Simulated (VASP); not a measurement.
Here is a VASP 6.6.1 calculation.

The input POSCAR:

```
Al
1.0
    2.9530781191      0.0000000000      0.0000000000
   -1.4765390595      2.5574406705      0.0000000000
    0.0000000000      0.0000000000      4.7451787500
Al
2
Direct
    0.6666666667      0.3333333333      0.7500000000
    0.3333333333      0.6666666667      0.2500000000
```

File INCAR.step1:

```
SYSTEM = Al
  PREC = Accurate
  ENCUT = 520
  ISMEAR = 0
  SIGMA = 0.15
  LREAL = .FALSE.
  LASPH = .TRUE.
  NELM = 80
  NBANDS = 10
  GGA = PE
  ALGO = Normal
  EDIFF = 1E-4
  LWAVE = .TRUE.
  LCHARG = .FALSE.
```

INCAR.step2

```
SYSTEM = Al
  PREC = Accurate
  ENCUT = 520
  EDIFF = 1E-6
  ISMEAR = 0
  SIGMA = 0.15
  LREAL = .FALSE.
  LASPH = .TRUE.
  NELM = 80
  ALGO = Normal
  ISIF = 2
  LWAVE = .FALSE.
  LCHARG = .TRUE.
  METAGGA = R2SCAN
  LMIXTAU = .TRUE.
  LELF = .TRUE.
  LVHAR = .TRUE.
  NBANDS = 10
  ISTART = 1
```

The input KPOINTS:

```
regular mesh
0
G
  18 18 10
  0 0 0
```

Potentials or basis: VASP PAW PBE potentials, release 64 (Al).

The run is started by

```sh
$ cat potpaw_PBE.64/Al/POTCAR > POTCAR
$ cp INCAR.step1 INCAR
$ mpirun -np 1 vasp_std > vasp.out
$ cp INCAR.step2 INCAR
$ mpirun -np 1 vasp_std > vasp.out
```

Predict the pressure.

-7.9 GPa.

What does it give for the band gap on the k mesh?

Zero (band 3 reaches 11.63 eV, above the bottom of band 4 at 3.89 eV).

Stress tensor (GPa, compression positive):
```
-8.28  0.00  0.00
 0.00 -8.28  0.00
 0.00  0.00 -7.29
```

Caveat: the cell differs from its parent crystal (strain +0.050 along x and y, -0.025 along z); the PAW data sets were made with another functional, which shifts forces and pressure a little.
